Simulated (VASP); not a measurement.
A run of VASP 6.6.1 is set up as follows.

INCAR

```
SYSTEM = TiPdSe4
PREC = Accurate
ENCUT = 520
EDIFF = 1E-7
ISMEAR = 0
SIGMA = 0.15
LREAL = .False.
LASPH = .True.
NELM = 150
ALGO = Normal
ISIF = 2
LWAVE = .False.
LCHARG = .True.
ISPIN = 2
MAGMOM = 1 0 0 0 0 0
LORBIT = 11
LMAXMIX = 4
GGA = PE
LELF = .True.
LVHAR = .True.
NBANDS = 36
```

The input KPOINTS:

```
regular mesh
0
Gamma
  3 3 2
  0 0 0
```

POSCAR

```
TiPdSe4
1.0
    4.4684626981      0.0000000000      0.0000000000
    0.0000000000      4.4684626981      0.0000000000
    0.0000000000      0.0000000000      6.1873279900
Ti Pd Se
1 1 4
Direct
    0.5000000000      0.5000000000      0.5000000000
    0.0000000000      0.0000000000      0.0000000000
    0.5000000000      0.0000000000      0.7482788971
    0.0000000000      0.5000000000      0.2517211029
    0.5000000000      0.0000000000      0.2517211029
    0.0000000000      0.5000000000      0.7482788971
```

Potentials or basis: VASP PAW PBE potentials, release 64 (Ti_sv, Pd, Se).

Launch:

```console
$ cat potpaw_PBE.64/Ti_sv/POTCAR potpaw_PBE.64/Pd/POTCAR potpaw_PBE.64/Se/POTCAR > POTCAR
$ mpirun -np 1 vasp_std > vasp.out
```

(1) What does it give for the band gap on the k mesh?

(2) Estimate the largest force.

(3) Estimate the net moment.

## Answers

(1) zero (filled and empty bands overlap).

(2) 0.055 eV/Å.

(3) 0.00 μB per cell.

Caveat: the k points lie up to 0.51 Å⁻¹ apart.
